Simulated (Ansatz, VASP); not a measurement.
**AlRu: VASP beside Ansatz**

Contents of INCAR:

```
SYSTEM = AlRu
PREC = Accurate ; ENCUT = 520
EDIFF = 1E-6 ; ISMEAR = 0
SIGMA = 0.15 ; LREAL = .False.
LASPH = .True. ; NELM = 60
ALGO = Fast ; ISIF = 2
LWAVE = .False. ; LCHARG = .False.
GGA = PS ; NBANDS = 16
```

The input KPOINTS:

```
regular mesh
0
Gamma
  16 16 16
  0 0 0
```

The input POSCAR:

```
AlRu
1.0
    3.0813480000      0.0000000000      0.0000000000
    0.0000000000      3.0813480000      0.0000000000
    0.0000000000      0.0000000000      3.0364740000
Al Ru
1 1
Direct
    0.0000000000      0.0000000000      0.0000000000
    0.5000000000      0.5000000000      0.5000000000
```

Input for Ansatz:

```yaml
crystal:
  lattice:
    - [3.081348, 0.0, 0.0]
    - [0.0, 3.081348, 0.0]
    - [0.0, 0.0, 3.036474]
  atoms:
    - { symbol: Al, position: [0.0, 0.0, 0.0] }
    - { symbol: Ru, position: [0.5, 0.5, 0.5] }
basis:
  ecutwfc: 420
kpoints:
  mp_grid: { grid: [16, 16, 16] }
hamiltonian:
  xc: pbesol
scf:
  occupations: { method: gaussian, width: 0.15 }
output:
  forces: true
  stress: true
  eigenvalues: true
  write_density: true
  write_potential: true
  elf: true
  volumetric_format: npy
```

Change from the starting cell: strain +0.030 along x and y, +0.015 along z, atoms carried along.

Alike in both runs: task single point; functional PBEsol; k mesh 16 × 16 × 16; occupations gaussian, width 0.15 eV; no spin polarisation.

|  | VASP | Ansatz |
| --- | --- | --- |
| version | VASP 6.6.1 | Ansatz 0.2.0 |
| potentials or method | VASP PAW PBE potentials, release 64 (Al, Ru_pv), cutoff 520 eV | scalar-relativistic, plane waves, PAW |
| valence electrons in the cell | 17 | 19 |

Ansatz gave:

```
gap on the k mesh at the Fermi level (eV)                     : none
pressure (GPa)                                                : -16.1
traceless stress, the component that is largest in VASP (GPa) : 1.35
```

Task: Which values does VASP return?

Result: gap on the k mesh at the Fermi level (eV): none; pressure (GPa): -16.0; traceless stress, the component that is largest in VASP (GPa): 1.36.

VASP's potentials were made for PBE, not for PBEsol. A gap of «none» marks a metal or a gap that the smearing closes. The functional is the same, so the differences come from potentials, cutoffs and numerics. VASP's potentials hold 17 valence electrons a cell and Ansatz's 19, so a difference there can come from the potentials and not from the codes.
